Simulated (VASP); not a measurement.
# TiSi16 (a cell with a defect) in VASP: a series of runs, part 2 of 2

VASP 6.6.1. The steps go on from the part before.

### 3 Single point, PBE+D3(BJ)

INCAR reads:

```
  PREC = Accurate
  ENCUT = 520
  EDIFF = 1E-6
  ISMEAR = -1
  SIGMA = 0.02
  LREAL = Auto
  LASPH = True
  NELM = 100
  ALGO = Normal
  ISIF = 2
  LWAVE = False
  LCHARG = False
  GGA = PE
  IVDW = 12
  NBANDS = 52
```

KPOINTS reads:

```
regular mesh
0
Gamma
  2 2 2
```

POSCAR reads:

```
TiSi16
1.0
    0.0000000000      5.4300000000      5.4300000000
    5.4300000000      0.0000000000      5.4300000000
    5.4300000000      5.4300000000      0.0000000000
Si Ti
16 1
Direct
   -0.0005782668      0.0011909089     -0.0005735919
    0.1230872004      0.1244389541      0.1230935033
    0.0031639128      0.0039748087      0.4961867626
    0.1230694481      0.1245134995      0.6288487152
    0.0028252712      0.4976755966      0.0028351958
    0.1230265809      0.6305245578      0.1230311535
    0.0027955821      0.4977347106      0.4962472249
    0.1371766976      0.6219458566      0.6201822434
    0.4961810496      0.0039730634      0.0031721214
    0.6288439779      0.1245138816      0.1230748278
    0.4961911915      0.0040041521      0.4961962807
    0.6207164907      0.1374644504      0.6207222288
    0.4962428863      0.4977350539      0.0028025081
    0.6201751110      0.6219442917      0.1371867015
    0.4999205260      0.4999295322      0.4999320230
    0.6203009992      0.6219384577      0.6203067758
    0.7497368213      0.7504770641      0.7497447760
```

Potentials or basis: VASP PAW PBE potentials, release 64 (Si, Ti_sv).

Launch:

```
cat potpaw_PBE.64/Si/POTCAR potpaw_PBE.64/Ti_sv/POTCAR > POTCAR
mpirun -np 1 vasp_std > vasp.out
```

OUTCAR:

```text
PREC = Accurate
   ENCUT = 520
   EDIFF = 1E-6
   ISMEAR = -1
   LREAL = Auto
   LASPH = True
   NELM = 100
   ISIF = 2
   GGA = PE
   IVDW = 12
 IVDW          = 12

 ion  position               nearest neighbor table
   1  0.999  0.001  0.999-   4 2.32  10 2.32   2 2.32   6 2.32
   2  0.123  0.124  0.123-   1 2.32   3 2.34   9 2.34   5 2.34
   3  0.003  0.004  0.496-   2 2.34   4 2.34   8 2.40  12 2.40  17 2.75
   4  0.123  0.125  0.629-   1 2.32   3 2.34  11 2.34   7 2.34
   5  0.003  0.498  0.003-   2 2.34   6 2.34  14 2.40   8 2.40  17 2.75
   6  0.123  0.631  0.123-   1 2.32   7 2.34  13 2.34   5 2.34
   7  0.003  0.498  0.496-   6 2.34   4 2.34  16 2.40   8 2.40  17 2.75
   8  0.137  0.622  0.620-  15 2.27   3 2.40   7 2.40   5 2.40  17 2.43
   9  0.496  0.004  0.003-   2 2.34  10 2.34  14 2.40  12 2.40  17 2.75
  10  0.629  0.125  0.123-   1 2.32   9 2.34  11 2.34  13 2.34
  11  0.496  0.004  0.496-  10 2.34   4 2.34  16 2.40  12 2.40  17 2.75
  12  0.621  0.137  0.621-  15 2.27   3 2.40   9 2.40  11 2.40  17 2.43
  13  0.496  0.498  0.003-   6 2.34  10 2.34  16 2.40  14 2.40  17 2.75
  14  0.620  0.622  0.137-  15 2.27   9 2.40  13 2.40   5 2.40  17 2.43
  15  0.500  0.500  0.500-  12 2.27   8 2.27  14 2.27  16 2.27
[... 210 lines left out ...]
      2     -26.2529      2.00000
      3     -26.2528      2.00000
      4     -26.2476      2.00000
      5      -5.7207      2.00000
      6      -3.5128      2.00000
[... 307 lines left out ...]
     49       9.8749      0.00000
     50      10.5394      0.00000
 [bands above 50 left out]

------------------------ aborting loop because EDIFF is reached ----------------------------------------

 Edisp (eV)   -5.83782

 E8    (eV) :    -2.4422

  FORCE on cell =-STRESS in cart. coord.  units (eV):
  Direction    XX          YY          ZZ          XY          YZ          ZX
  --------------------------------------------------------------------------------------
  -------------------------------------------------------------------------------------
  Total       1.88783     1.88599     1.88783    -0.00076    -0.00076    -0.00518
  in kB       9.44593     9.43669     9.44593    -0.00380    -0.00380    -0.02591
  external pressure =        9.44 kB  Pullay stress =        0.00 kB

 VOLUME and BASIS-vectors are now :
 -----------------------------------------------------------------------------
  energy-cutoff  :      520.00
  volume of cell :      320.21
      direct lattice vectors                 reciprocal lattice vectors
     0.000000000  5.430000000  5.430000000    -0.092081031  0.092081031  0.092081031
     5.430000000  0.000000000  5.430000000     0.092081031 -0.092081031  0.092081031
     5.430000000  5.430000000  0.000000000     0.092081031  0.092081031 -0.092081031

 POSITION                                       TOTAL-FORCE (eV/Angst)
 -----------------------------------------------------------------------------------
      5.43335     10.85375      5.43333        -0.003270      0.003708     -0.003270
      1.34410      1.33676      1.34407        -0.001006     -0.006066     -0.001006
      2.71588      2.71147      0.03876        -0.002126      0.002237     -0.000748
      4.09076      4.08292      1.34438         0.005371      0.003190     -0.001384
      2.71777      0.03074      2.71772         0.002774     -0.006987      0.002774
      4.09181      1.33609      4.09178         0.000545     -0.002675      0.000545
[... 9 lines left out ...]
      6.74539      6.73650      6.74536        -0.007908     -0.005178     -0.007908
      8.14620      8.14219      8.14616        -0.000897     -0.005069     -0.000897
 -----------------------------------------------------------------------------------
    total drift:                                0.013207     -0.007355      0.006740

  FREE ENERGIE OF THE ION-ELECTRON SYSTEM (eV)
  ---------------------------------------------------
  free  energy   TOTEN  =       -98.0514546048 eV

  energy  without entropy=      -98.0268070467  energy(sigma->0) =      -98.03913083
```

OSZICAR:

```text
N       E                     dE             d eps       ncg     rms          rms(c)
DAV:   1     0.342655744169E+03    0.34266E+03   -0.30804E+04   632   0.126E+03
DAV:   2    -0.579796241256E+02   -0.40064E+03   -0.38173E+03   724   0.247E+02
DAV:   3    -0.927472719471E+02   -0.34768E+02   -0.33905E+02   920   0.662E+01
DAV:   4    -0.950722865437E+02   -0.23250E+01   -0.22976E+01   960   0.147E+01
DAV:   5    -0.951323045581E+02   -0.60018E-01   -0.59907E-01   824   0.210E+00    0.186E+01
DAV:   6    -0.943939419282E+02    0.73836E+00   -0.16679E+01   852   0.193E+01    0.149E+01
DAV:   7    -0.930001957508E+02    0.13937E+01   -0.21363E+01   844   0.229E+01    0.946E+00
DAV:   8    -0.923039067007E+02    0.69629E+00   -0.14714E+00   760   0.553E+00    0.282E+00
DAV:   9    -0.922104144953E+02    0.93492E-01   -0.45541E-01   952   0.278E+00    0.535E-01
DAV:  10    -0.922119845737E+02   -0.15701E-02   -0.22920E-02   796   0.553E-01    0.359E-01
DAV:  11    -0.922137325151E+02   -0.17479E-02   -0.37920E-03   808   0.245E-01    0.208E-01
DAV:  12    -0.922135926969E+02    0.13982E-03   -0.13318E-03   832   0.191E-01    0.463E-02
DAV:  13    -0.922136397138E+02   -0.47017E-04   -0.16796E-04   792   0.535E-02    0.221E-02
DAV:  14    -0.922136372210E+02    0.24928E-05   -0.28697E-05   808   0.274E-02    0.679E-03
DAV:  15    -0.922136392015E+02   -0.19805E-05   -0.35682E-06   688   0.757E-03    0.334E-03
DAV:  16    -0.922136388072E+02    0.39435E-06   -0.16326E-07   400   0.171E-03
   1 F= -.98051455E+02 E0= -.98039131E+02  d E =-.246476E-01
```

It took 1.8 min on 1 thread of Intel Xeon 6975P-C (Granite Rapids), shared host; peak memory 0.47 GiB.

Results:

```
Free energy                : -98.0515 eV
Pressure                   : 0.9 GPa
Largest force              : 0.012 eV/Å
Band gap on the k mesh     : zero (band 38 reaches 6.96 eV, above the bottom of band 39 at 6.53 eV)
Dispersion energy per atom : -0.343 eV
```

Forces in eV/Å, atoms in the order of the input:
```
Si  -0.003  0.004 -0.003
Si  -0.001 -0.006 -0.001
Si  -0.002  0.002 -0.001
Si   0.005  0.003 -0.001
Si   0.003 -0.007  0.003
Si   0.001 -0.003  0.001
Si   0.003  0.000  0.004
Si  -0.005  0.007 -0.001
Si  -0.001  0.002 -0.002
Si  -0.001  0.003  0.005
Si   0.000  0.004  0.000
Si   0.006 -0.007  0.006
Si   0.004  0.000  0.003
Si  -0.001  0.007 -0.005
Si   0.003  0.001  0.003
Si  -0.008 -0.005 -0.008
Ti  -0.001 -0.005 -0.001
```

Levels at points of the mesh, in eV from the Fermi level:
| k point | band 33 | band 34 | band 35 | band 36 | band 37 | band 38 | band 39 | band 40 | band 41 | band 42 |
| --- | --- | --- | --- | --- | --- | --- | --- | --- | --- | --- |
| (0.00, 0.00, 0.00) | -1.72 | -0.99 | -0.99 | -0.99 | -0.41 | -0.40 | -0.40 | -0.10 | -0.10 | 0.24 |
| (0.50, 0.00, 0.00) | -1.98 | -1.97 | -1.37 | -1.37 | -0.28 | 0.03 | 0.04 | 0.44 | 0.44 | 0.80 |
| (0.00, 0.50, 0.00) | -1.97 | -1.97 | -1.37 | -1.37 | -0.28 | 0.03 | 0.03 | 0.44 | 0.45 | 0.81 |
| (0.50, 0.50, 0.50) | -1.98 | -1.97 | -1.37 | -1.37 | -0.28 | 0.03 | 0.04 | 0.44 | 0.44 | 0.80 |
| (0.50, 0.50, 0.00) | -2.46 | -2.01 | -2.01 | -1.88 | -0.71 | -0.04 | 0.57 | 0.57 | 1.10 | 1.33 |
| (0.50, 0.00, 0.50) | -2.46 | -2.01 | -2.00 | -1.88 | -0.71 | -0.04 | 0.57 | 0.57 | 1.10 | 1.33 |

Caveat: the k points lie up to 0.50 Å⁻¹ apart.

### 4 Single point, PBE+D3(BJ)

INCAR reads:

```
PREC = Accurate
ENCUT = 520
EDIFF = 1E-6
ISMEAR = -1
SIGMA = 0.02
LREAL = Auto
LASPH = True
NELM = 100
ALGO = Normal
ISIF = 2
LWAVE = False
LCHARG = False
GGA = PE
IVDW = 12
NBANDS = 52
```

KPOINTS reads:

```
Automatic mesh
0
Gamma
  2 2 2
```

POSCAR reads:

```
TiSi16
1.0
    0.0000000000      5.4300000000      5.4300000000
    5.4300000000      0.0000000000      5.4300000000
    5.4300000000      5.4300000000      0.0000000000
Si Ti
16 1
Direct
   -0.0129673112      0.0053174033      0.0041385820
    0.1213255064      0.1291614180      0.1282684162
    0.0014499079     -0.0037552486      0.5014414365
    0.1216024862      0.1291367403      0.6216004604
    0.0012819521      0.5024108656     -0.0044171271
    0.1211654696      0.6231783610      0.1281391344
    0.0013419890      0.5024014733      0.5013325967
    0.1250219153      0.6256530387      0.6250108656
    0.5039032228      0.0050109576      0.0038958564
    0.6242699816      0.1268476980      0.1242734807
    0.5041446593      0.0053115101      0.4870339779
    0.6282769797      0.1291605893      0.6213206262
    0.5037925414      0.4893326888      0.0037803867
    0.6281593002      0.6228902394      0.1281488029
    0.4955936464      0.5024104052      0.5012720994
    0.6281501842      0.6231737569      0.6211584715
    0.3745804788      0.8763957643      0.8745779006
```

Launch:

```
cat potpaw_PBE.64/Si/POTCAR potpaw_PBE.64/Ti_sv/POTCAR > POTCAR
mpirun -np 1 vasp_std > vasp.out
```

It took 2 min on 1 thread of Intel Xeon 6975P-C (Granite Rapids), shared host; peak memory 0.47 GiB.

The run converged. Its results:

```yaml
Free_energy: -98.0520 eV
Pressure: 1.0 GPa
Largest_force: 0.007 eV/Å
Band_gap_on_the_k_mesh: zero (band 38 reaches 6.96 eV, above the bottom of band 39 at 6.53 eV)
Dispersion_energy_per_atom: -0.343 eV
```

Forces on the atoms (eV/Å):
```
Si   0.004 -0.005 -0.002
Si  -0.002  0.000  0.001
Si   0.000 -0.003  0.000
Si   0.001  0.001  0.001
Si  -0.001  0.000  0.002
Si  -0.001  0.002 -0.001
Si   0.003  0.000  0.003
Si  -0.003  0.000 -0.003
Si   0.005  0.000  0.005
Si  -0.003  0.004 -0.003
Si  -0.002 -0.005  0.004
Si   0.001  0.000 -0.002
Si  -0.002  0.000 -0.002
Si  -0.001  0.000 -0.001
Si   0.002  0.000 -0.001
Si  -0.001  0.002 -0.001
Ti   0.001  0.001  0.001
```

Levels at points of the mesh, in eV from the Fermi level:
| k point | band 35 | band 36 | band 37 | band 38 | band 39 | band 40 |
| --- | --- | --- | --- | --- | --- | --- |
| (0.00, 0.00, 0.00) | -0.99 | -0.99 | -0.41 | -0.40 | -0.40 | -0.10 |
| (0.50, 0.00, 0.00) | -1.37 | -1.37 | -0.28 | 0.03 | 0.04 | 0.44 |
| (0.00, 0.50, 0.00) | -1.37 | -1.37 | -0.28 | 0.03 | 0.03 | 0.44 |
| (0.50, 0.50, 0.50) | -1.37 | -1.37 | -0.28 | 0.03 | 0.04 | 0.44 |
| (0.50, 0.50, 0.00) | -2.01 | -1.88 | -0.71 | -0.04 | 0.57 | 0.57 |
| (0.50, 0.00, 0.50) | -2.01 | -1.88 | -0.71 | -0.04 | 0.57 | 0.57 |

Caveat: the k points lie up to 0.50 Å⁻¹ apart.

### 5 Single point, PBE+D3(BJ)

INCAR reads:

```
  ALGO = Normal
  EDIFF = 1E-6
  ENCUT = 520
  GGA = PE
  ISIF = 2
  ISMEAR = -1
  IVDW = 12
  LASPH = T
  LCHARG = F
  LREAL = Auto
  LWAVE = F
  NBANDS = 52
  NELM = 100
  PREC = Accurate
  SIGMA = 0.02
```

KPOINTS reads:

```
k-points
0
Gamma
  2 2 2
```

POSCAR reads:

```
TiSi16
1.0
    0.0000000000      5.4300000000      5.4300000000
    5.4300000000      0.0000000000      5.4300000000
    5.4300000000      5.4300000000      0.0000000000
Si Ti
16 1
Direct
   -0.0005782689      0.0011909761     -0.0005736648
    0.1230872007      0.1244389503      0.1230934622
    0.0031639042      0.0039747698      0.4961867403
    0.1230694291      0.1245134438      0.6288488029
    0.0028252302      0.4976756906      0.0028351750
    0.1230265193      0.6305246777      0.1230311234
    0.0027954880      0.4977347145      0.4962472376
    0.1371767035      0.6219459484      0.6201822284
    0.4961811234      0.0039730203      0.0031720994
    0.6288439227      0.1245139042      0.1230748619
    0.4961912523      0.0040041436      0.4961962247
    0.6207164825      0.1374645488      0.6207221915
    0.4962429098      0.4977349908      0.0028025783
    0.6201751381      0.6219441989      0.1371867403
    0.4999205341      0.4999295580      0.4999319521
    0.6203009208      0.6219384899      0.6203068140
    0.7497367403      0.7504770718      0.7497448435
```

Launch:

```
cat potpaw_PBE.64/Si/POTCAR potpaw_PBE.64/Ti_sv/POTCAR > POTCAR
mpirun -np 1 vasp_std > vasp.out
```

Wall time 1.9 min (1 thread of Intel Xeon 6975P-C (Granite Rapids), shared host); peak memory 0.47 GiB.

The run converged. Its results:

```
Free energy                : -98.0515 eV
Pressure                   : 0.9 GPa
Largest force              : 0.012 eV/Å
Band gap on the k mesh     : zero (band 38 reaches 6.96 eV, above the bottom of band 39 at 6.53 eV)
Dispersion energy per atom : -0.343 eV
```

Forces on the atoms (eV/Å):
```
Si  -0.003  0.004 -0.003
Si  -0.001 -0.006 -0.001
Si  -0.002  0.002 -0.001
Si   0.005  0.003 -0.001
Si   0.003 -0.007  0.003
Si   0.001 -0.003  0.001
Si   0.003  0.000  0.004
Si  -0.005  0.007 -0.001
Si  -0.001  0.002 -0.002
Si  -0.001  0.003  0.005
Si   0.000  0.004  0.000
Si   0.006 -0.007  0.006
Si   0.004  0.000  0.003
Si  -0.001  0.007 -0.005
Si   0.003  0.001  0.003
Si  -0.008 -0.005 -0.008
Ti  -0.001 -0.005 -0.001
```

Levels at points of the mesh, in eV from the Fermi level:
```tsv
k point	band 33	band 34	band 35	band 36	band 37	band 38	band 39	band 40	band 41	band 42
(0.00, 0.00, 0.00)	-1.72	-0.99	-0.99	-0.99	-0.41	-0.40	-0.40	-0.10	-0.10	0.24
(0.50, 0.00, 0.00)	-1.98	-1.97	-1.37	-1.37	-0.28	0.03	0.04	0.44	0.44	0.80
(0.00, 0.50, 0.00)	-1.97	-1.97	-1.37	-1.37	-0.28	0.03	0.03	0.44	0.45	0.81
(0.50, 0.50, 0.50)	-1.98	-1.97	-1.37	-1.37	-0.28	0.03	0.04	0.44	0.44	0.80
(0.50, 0.50, 0.00)	-2.46	-2.01	-2.01	-1.88	-0.71	-0.04	0.57	0.57	1.10	1.33
(0.50, 0.00, 0.50)	-2.46	-2.01	-2.00	-1.88	-0.71	-0.04	0.57	0.57	1.10	1.33
```

Caveat: the k points lie up to 0.50 Å⁻¹ apart.
